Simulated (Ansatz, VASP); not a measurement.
## One calculation of Al, two programs

```xyz
2
Lattice="2.9694 0.0000 0.0000 -1.4847 2.5716 0.0000 0.0000 0.0000 4.4899" Properties=species:S:1:pos:R:3 pbc="T T T"
Al    1.4847    0.8572    3.3674
Al    0.0000    1.7144    1.1225
```

Alike in both runs: task single point; functional PBEsol; k mesh 18 × 18 × 10; occupations gaussian, width 0.15 eV; no spin polarisation.

```csv
,VASP,Ansatz
version,VASP 6.6.1,Ansatz 0.2.0
potentials or method,"VASP PAW PBE potentials, release 64 (Al), cutoff 520 eV","scalar-relativistic, plane waves, PAW"
valence electrons in the cell,6,6
```

Ansatz gave:

```
gap on the k mesh at the Fermi level (eV)                     : none
pressure (GPa)                                                : -3.0
traceless stress, the component that is largest in VASP (GPa) : 3.15
```

Estimate VASP's values.

gap on the k mesh at the Fermi level (eV): none; pressure (GPa): -2.9; traceless stress, the component that is largest in VASP (GPa): 3.18.

VASP's potentials were made for PBE, not for PBEsol, and Ansatz warns of the same on its side. A gap of «none» marks a metal or a gap that the smearing closes.
